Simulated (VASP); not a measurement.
# TiO2 (P1) in VASP: notebook, part 2 of 2

VASP 6.6.1. Earlier steps stand in the parts before.

**5. Single point, PBE**

File INCAR:

```
PREC = Accurate
ENCUT = 520
EDIFF = 1E-7
ISMEAR = -1
SIGMA = 0.36
LREAL = F
LASPH = T
NELM = 80
ALGO = Normal
ISIF = 2
LWAVE = F
LCHARG = T
GGA = PE
LELF = T
LVHAR = T
NBANDS = 60
```

File KPOINTS:

```
Automatic mesh
0
Gamma
  3 3 2
```

File POSCAR:

```
TiO2
1.0
    3.9629270000      0.0000000000      0.0000000000
    0.0000000000      3.9629270000      0.0000000000
    0.0000000000      0.0000000000     10.0735580000
Ti O
4 8
Direct
   -0.0889494053      0.1759558024      0.0343870557
    0.0708314839      0.6082372953      0.2534457041
    0.6476273724      0.5383394647      0.4998432530
    0.4441666475      0.0243002205      0.7664521314
    0.1042411329      0.5413675296      0.4821930841
    0.0826661707      0.1013392374      0.1932882106
   -0.1123412064      0.6454320254      0.0493172323
   -0.0683585643     -0.0337881571      0.7967591987
    0.3565546375      0.1649033656      0.9857589543
    0.3099476725      0.4422993409      0.7335938305
    0.5467928125     -0.0193039135      0.5607849779
    0.6425805976      0.4934988709      0.2877632709
```

Started as:

```bash
> cat potpaw_PBE.64/Ti_sv/POTCAR potpaw_PBE.64/O/POTCAR > POTCAR
> mpirun -np 1 vasp_std > vasp.out
```

Run time: 4.6 min. Hardware: 1 thread of Intel Xeon 8259CL, shared host; peak memory 0.28 GiB.

The run converged. Its results:

```
Free energy            : -102.1965 eV
Pressure               : -10.5 GPa
Largest force          : 4.175 eV/Å
Band gap on the k mesh : 1.01 eV (least direct gap 1.20 eV)
```

Forces on the atoms (eV/Å):
```
Ti  -0.125 -0.623 -3.878
Ti   0.280 -0.156 -1.060
Ti  -0.970 -0.002  0.933
Ti  -0.950  0.129  0.100
O   -0.603 -0.074 -2.112
O    0.592 -0.404  4.113
O    0.150 -0.689  1.342
O   -1.683  0.436  0.748
O    1.919 -0.433 -1.636
O    2.242  0.622 -0.460
O    1.044 -0.170 -0.395
O   -1.895  1.363  2.306
```

Stress tensor (GPa, compression positive):
```
-13.77   2.87   1.18
  2.87 -12.31   0.84
  1.18   0.84  -5.49
```

Levels at points of the mesh, in eV from the valence-band top:
| k point | band 46 | band 47 | band 48 | band 49 | band 50 | band 51 |
| --- | --- | --- | --- | --- | --- | --- |
| (0.00, 0.00, 0.00) | -0.83 | -0.63 | -0.45 | 1.01 | 1.49 | 1.87 |
| (0.00, 0.00, 0.50) | -0.84 | -0.66 | -0.44 | 1.02 | 1.51 | 1.87 |

Caveat: the k points lie up to 0.53 Å⁻¹ apart; the atoms stand as in a frame of molecular dynamics; so wide a smearing shifts energies and pressures; forces of over 1 eV/Å act on the atoms, so gaps and moduli don't describe the material at rest.

**6. Single point, PBE**

File INCAR:

```
SYSTEM = TiO2
PREC = Accurate ; ENCUT = 520
EDIFF = 1E-6 ; ISMEAR = -1
SIGMA = 0.36 ; LREAL = .FALSE.
LASPH = .TRUE. ; NELM = 80
ALGO = Normal ; ISIF = 2
LWAVE = .FALSE. ; LCHARG = .FALSE.
GGA = PE ; NBANDS = 60
```

File KPOINTS:

```
Automatic mesh
0
G
  3 3 2
  0 0 0
```

File POSCAR:

```
TiO2
1.0
    3.9629270000      0.0000000000      0.0000000000
    0.0000000000      3.9629270000      0.0000000000
    0.0000000000      0.0000000000     10.0735580000
Ti O
4 8
Direct
   -0.0658351769      0.2824175161      0.0056285972
    0.0465312634      0.6144952960      0.2583794127
    0.5597882575      0.5761398078      0.5098595749
    0.4206234432     -0.0428975855      0.7763493296
    0.0252086400      0.6110382553      0.4498509861
   -0.0006560807      0.1741389634      0.2186516422
   -0.1921054816      0.6940829342      0.0491385467
   -0.1523116626      0.0015392663      0.8400011198
    0.3530471291      0.1739623263      0.9473216911
    0.5018260493      0.5089167678      0.7101860137
    0.5850473652      0.0382040850      0.5397100012
    0.4724285862      0.7080372664      0.3165415834
```

Potentials or basis: VASP PAW PBE potentials, release 64 (Ti_sv, O).

Started as:

```bash
> cat potpaw_PBE.64/Ti_sv/POTCAR potpaw_PBE.64/O/POTCAR > POTCAR
> mpirun -np 1 vasp_std > vasp.out
```

OUTCAR:

```text
SYSTEM = TiO2
   PREC = Accurate
   ENCUT = 520
   EDIFF = 1E-6
   ISMEAR = -1
   LREAL = .FALSE.
   LASPH = .TRUE.
   NELM = 80
   ISIF = 2
   GGA = PE

 ion  position               nearest neighbor table
   1  0.934  0.282  0.006-   7 1.76   9 1.81   8 2.03   6 2.20   9 2.42   7 2.42   2 2.90
   2  0.047  0.614  0.258-   6 1.80  12 1.82   5 1.93   6 2.26   7 2.33  12 2.38   1 2.90
   3  0.560  0.576  0.510-  11 1.86   5 1.95  12 2.05  10 2.05  11 2.16   5 2.21
   4  0.421  0.957  0.776-   8 1.82  10 1.92   9 1.94  10 2.31   8 2.37
   5  0.025  0.611  0.450-   2 1.93   3 1.95   3 2.21
   6  0.999  0.174  0.219-   2 1.80   1 2.20   2 2.26
   7  0.808  0.694  0.049-   1 1.76   2 2.33   1 2.42
   8  0.848  0.002  0.840-   4 1.82   1 2.03   4 2.37
   9  0.353  0.174  0.947-   1 1.81   4 1.94   1 2.42
  10  0.502  0.509  0.710-   4 1.92   3 2.05   4 2.31
  11  0.585  0.038  0.540-   3 1.86   3 2.16
  12  0.472  0.708  0.317-   2 1.82   3 2.05   2 2.38

  LATTYP: Found a simple tetragonal cell.
 ALAT       =     3.9629270000
 C/A-ratio  =     2.5419489181

  Lattice vectors:

 A1 = (   3.9629270000,   0.0000000000,   0.0000000000)
 A2 = (   0.0000000000,   3.9629270000,   0.0000000000)
 A3 = (   0.0000000000,   0.0000000000,  10.0735580000)

Analysis of symmetry for initial positions (statically):
=====================================================================
 Subroutine PRICEL returns:
 Original cell was already a primitive cell.

 Routine SETGRP: Setting up the symmetry group for a
 simple tetragonal supercell.

 Subroutine GETGRP returns: Found  1 space group operations
 (whereof  1 operations were pure point group operations)
 out of a pool of 16 trial point group operations.

The static configuration has the point symmetry C_1 .

Analysis of symmetry for dynamics (positions and initial velocities):
=====================================================================
[... 144 lines left out ...]
   LEPSILON=     F    determine dielectric tensor
   LRPA    =     F    only Hartree local field effects (RPA)
 non-spin polarized calculation
  energy-cutoff  :      520.00
  volume of cell :      158.20
 maximum number of plane-waves:      4326
 NGX is ok and might be reduce to    30
   NGX = 15   NGY = 15   NGZ = 37

 number of electron      96.0000006 magnetization

 Free energy of the ion-electron system (eV)
  ---------------------------------------------------
  ext. energy  EPLUGINS =         0.00000000
  ---------------------------------------------------
  free energy    TOTEN  =      -103.11853587 eV

  energy without entropy =     -102.53478784  energy(sigma->0) =     -102.82666185

 E-fermi :   3.5214     XC(G=0):  -9.9671

 val. band max:        2.4436332091   @ k =   0.3333   0.3333   0.5000
 cond. band min:       4.6812474985   @ k =   0.0000   0.0000   0.0000
 fundamental gap:      2.2376142894
 Fermi energy:         3.5214357231

 k-point     1 :       0.0000    0.0000    0.0000
  band No.  band energies     occupation
      1     -54.5052      2.00000
      2     -54.1058      2.00000
      3     -54.0653      2.00000
      4     -53.9043      2.00000
      5     -30.8097      2.00000
      6     -30.7501      2.00000
[... 619 lines left out ...]
     59       6.3012      0.00089
     60       6.4994      0.00051

------------------------ aborting loop because EDIFF is reached ----------------------------------------

  FORCE on cell =-STRESS in cart. coord.  units (eV):
  Direction    XX          YY          ZZ          XY          YZ          ZX
  --------------------------------------------------------------------------------------
  -------------------------------------------------------------------------------------
  Total       -6.6455143    -12.1580828     -6.2113900      0.6850787      3.1943827     -2.6279977
  in kB      -67.3014068   -123.1290829    -62.9048810      6.9380278     32.3506114    -26.6146361
  external PRESSURE =     -84.4451236 kB  Pullay stress =       0.0000000 kB

 VOLUME and BASIS-vectors are now :
 -----------------------------------------------------------------------------
  energy-cutoff  :      520.00
  volume of cell :      158.20
      direct lattice vectors                 reciprocal lattice vectors
     3.962927000  0.000000000  0.000000000     0.252338739  0.000000000  0.000000000
     0.000000000  3.962927000  0.000000000     0.000000000  0.252338739  0.000000000
     0.000000000  0.000000000 10.073558000     0.000000000  0.000000000  0.099269791

 POSITION                                       TOTAL-FORCE (eV/Angst)
 -----------------------------------------------------------------------------------
      3.70203      1.11920      0.05670        -2.070711     -3.260844      0.776080
      0.18440      2.43520      2.60280        -0.865093      2.050801      1.707322
      2.21840      2.28320      5.13610        -0.084203      1.030761     -0.780172
      1.66690      3.79293      7.82060         1.453078      1.131368     -1.077845
      0.09990      2.42150      4.53160        -1.066603     -1.326098      0.969203
      3.96033      0.69010      2.20260         0.281475      0.036743     -1.865559
      3.20163      2.75060      0.49500         1.482752     -0.176576      1.001680
      3.35933      0.00610      8.46180         0.853647     -0.010809     -1.875300
      1.39910      0.68940      9.54290         0.660303      1.051024      0.978928
      1.98870      2.01680      7.15410        -1.432336      0.863045      0.028089
      2.31850      0.15140      5.43680        -0.917969     -0.164190      1.446281
      1.87220      2.80590      3.18870         1.705659     -1.225225     -1.308707
 -----------------------------------------------------------------------------------
    total drift:                               -0.000222     -0.000378      0.000359

  FREE ENERGIE OF THE ION-ELECTRON SYSTEM (eV)
  ---------------------------------------------------
  free  energy   TOTEN  =      -103.1185358730 eV

  energy  without entropy=     -102.5347878352  energy(sigma->0) =     -102.82666185
```

Wall time 3.9 min (1 thread of Intel Xeon 8259CL, shared host); peak memory 0.28 GiB.

Results:

```yaml
Free_energy: -103.1185 eV
Pressure: -8.4 GPa
Largest_force: 3.940 eV/Å
Band_gap_on_the_k_mesh: 2.24 eV (least direct gap 2.31 eV)
```

Forces on the atoms (eV/Å):
```
Ti  -2.071 -3.261  0.776
Ti  -0.865  2.051  1.707
Ti  -0.084  1.031 -0.780
Ti   1.453  1.131 -1.078
O   -1.067 -1.326  0.969
O    0.281  0.037 -1.866
O    1.483 -0.177  1.002
O    0.854 -0.011 -1.875
O    0.660  1.051  0.979
O   -1.432  0.863  0.028
O   -0.918 -0.164  1.446
O    1.706 -1.225 -1.309
```

Stress tensor (GPa, compression positive):
```
 -6.73   0.69  -2.66
  0.69 -12.31   3.24
 -2.66   3.24  -6.29
```

Levels at points of the mesh, in eV from the valence-band top:
```csv
k point,band 46,band 47,band 48,band 49,band 50,band 51
"(0.00, 0.00, 0.00)",-0.51,-0.36,-0.10,2.24,2.59,2.77
"(0.00, 0.00, 0.50)",-0.47,-0.43,-0.10,2.24,2.56,2.74
```

Caveat: the k points lie up to 0.53 Å⁻¹ apart; the atoms stand as in a frame of molecular dynamics; so wide a smearing shifts energies and pressures; forces of over 1 eV/Å act on the atoms, so gaps and moduli don't describe the material at rest. A k mesh can miss the band edges.

**7. Single point, PBE**

File INCAR:

```
SYSTEM = TiO2
PREC     = Accurate       ! precision mode
ENCUT    = 520            ! plane-wave cutoff, eV
EDIFF    = 1E-6           ! SCF threshold, eV
ISMEAR   = -1             ! smearing method
SIGMA    = 0.36           ! smearing width, eV
LREAL    = .False.        ! projectors in reciprocal space
LASPH    = .True.         ! aspherical terms in the spheres
NELM     = 80             ! most SCF steps
ALGO     = Normal         ! electronic algorithm
ISIF     = 2              ! what is computed and relaxed
LWAVE    = .False.        ! write WAVECAR
LCHARG   = .False.        ! write CHGCAR
GGA      = PE             ! functional
NBANDS   = 60             ! bands
```

File KPOINTS:

```
Automatic mesh
0
Gamma
  3 3 2
  0 0 0
```

File POSCAR:

```
TiO2
1.0
    3.9629270000      0.0000000000      0.0000000000
    0.0000000000      3.9629270000      0.0000000000
    0.0000000000      0.0000000000     10.0735580000
Ti O
4 8
Direct
   -0.1292731357      0.1737099876      0.0070779361
    0.0042140569      0.7016783302      0.2467946281
    0.4930446612      0.6491666387      0.5038438256
    0.4577172378     -0.0232656317      0.7662635188
   -0.0098412108      0.5358665451      0.4620909514
   -0.0028261939      0.1936699818      0.1975865925
   -0.0635641282      0.6911558048      0.0598596841
   -0.0824642997      0.0147870501      0.7833974848
    0.4369749935      0.1808259400      0.9576060415
    0.4454031073      0.5603434027      0.7171448261
    0.4615780205      0.0729006616      0.5607353430
    0.4644042144      0.6601181400      0.2789977484
```

Started as:

```bash
> cat potpaw_PBE.64/Ti_sv/POTCAR potpaw_PBE.64/O/POTCAR > POTCAR
> mpirun -np 1 vasp_std > vasp.out
```

Wall time 3.8 min (1 thread of Intel Xeon 8259CL, shared host); peak memory 0.28 GiB.

Results (log left out):

```yaml
Free_energy: -105.0749 eV
Pressure: -11.8 GPa
Largest_force: 2.674 eV/Å
Band_gap_on_the_k_mesh: 2.04 eV (least direct gap 2.41 eV)
```

Forces in eV/Å, atoms in the order of the input:
```
Ti   1.597 -0.187  0.441
Ti   0.144 -0.660  0.336
Ti  -0.440 -1.532 -0.179
Ti  -0.342  2.440 -1.039
O   -0.626  1.738 -0.603
O   -0.738 -0.743  0.159
O   -0.430 -0.124 -1.391
O    0.591  0.575  1.885
O   -0.478 -0.467 -0.016
O   -0.073 -1.152 -0.897
O    0.336 -0.698 -0.253
O    0.460  0.810  1.557
```

Stress tensor (GPa, compression positive):
```
-14.92   0.70  -0.39
  0.70  -7.77   1.58
 -0.39   1.58 -12.77
```

Levels at points of the mesh, in eV from the valence-band top:
```
           k point  band 44  band 45  band 46  band 47  band 48  band 49  band 50  band 51  band 52  band 53
(0.00, 0.00, 0.00)    -0.81    -0.63    -0.53    -0.42    -0.38     2.04     2.35     2.54     3.04     3.26
(0.00, 0.00, 0.50)    -0.87    -0.65    -0.55    -0.42    -0.39     2.09     2.26     2.60     3.04     3.24
```

Caveat: the k points lie up to 0.53 Å⁻¹ apart; the atoms stand as in a frame of molecular dynamics; so wide a smearing shifts energies and pressures; forces of over 1 eV/Å act on the atoms, so gaps and moduli don't describe the material at rest.

**8. Overview**

```tsv
cell	gap on the mesh (eV)	pressure (GPa)	largest force (eV/Å)
as given, atomic positions A	1.76	-11.3	3.10
as given, atomic positions B	1.70	-5.0	5.24
as given, atomic positions C	1.42	-14.2	3.85
as given, atomic positions D	1.01	-10.5	4.17
as given, atomic positions E	2.24	-8.4	3.94
as given, atomic positions F	2.04	-11.8	2.67
```

Alike in all rows: task single point; level PBE; potentials or basis VASP PAW PBE potentials, release 64 (Ti_sv, O); no spin polarisation; k mesh 3 × 3 × 2; cutoff (eV) 520; smearing fermi-dirac 0.36 eV.

Caveats: all runs use coarse meshes; so wide a smearing shifts energies and pressures; forces of over 1 eV/Å act on the atoms, so gaps and moduli don't describe the material at rest; the atoms stand as in a frame of molecular dynamics (at least some runs).

Absolute energies hang on the potentials; compare differences alone.
